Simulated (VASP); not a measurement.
A run of VASP 6.6.1 is set up as follows.

INCAR

```
SYSTEM = CO
  PREC = Accurate
  ENCUT = 520
  EDIFF = 1E-7
  ISMEAR = -1
  SIGMA = 0.02
  LREAL = Auto
  LASPH = .TRUE.
  NELM = 60
  ALGO = Normal
  ISIF = 2
  LWAVE = .FALSE.
  LCHARG = .FALSE.
  GGA = PE
  IVDW = 12
  NBANDS = 66
```

KPOINTS

```
regular mesh
0
G
  1 1 1
  0 0 0
```

POSCAR

```
CO
1.0
    9.1017270000      0.0000000000      0.0000000000
    0.0000000000      9.1017270000      0.0000000000
    0.0000000000      0.0000000000      9.1017270000
O C
10 10
Direct
    0.1396108673      0.0466065396      0.1160658851
    0.8507176715      0.3279157900      0.8963244009
    0.7285979902      0.6484813267      0.7346847472
    0.7492424240     -0.0286978504      0.5549276527
    0.6296826965      0.7919376180      0.0677673589
    0.2796941723      0.3823779817      0.9375253729
    0.0655479998      0.1671880512      0.5884377767
    0.1583985105      0.5720892310      0.5742756292
    0.7141831435      0.4191072749      0.2732118861
    0.2889671378      0.9359652295      0.5127927920
    0.0777105268      0.0918397135      0.2140582771
    0.8456087510      0.2044666908      0.9016750338
    0.6913632984      0.5562021361      0.6581168607
    0.7734685956     -0.0048012866      0.4358293761
    0.6703562961      0.8905452778      0.0040212149
    0.3726765261      0.4070765911      0.8604740617
    0.0268300730      0.2605988951      0.5145616870
    0.1902715825      0.5397107604      0.4603521947
    0.7699198185      0.5271197433      0.2918127516
    0.4126799233      0.9249453428      0.5198903461
```

Potentials or basis: VASP PAW PBE potentials, release 64 (O, C).

Command:

```sh
$ cat potpaw_PBE.64/O/POTCAR potpaw_PBE.64/C/POTCAR > POTCAR
$ mpirun -np 1 vasp_gam > vasp.out
```

Question: Predict the largest force.

Answer: 3.471 eV/Å.

Question: Estimate the dispersion energy per atom.

Answer: -0.034 eV.

Stress tensor (GPa, compression positive):
```
 0.98  0.43 -0.69
 0.43  1.50  0.02
-0.69  0.02  1.57
```

Caveat: the k points lie up to 0.69 Å⁻¹ apart.
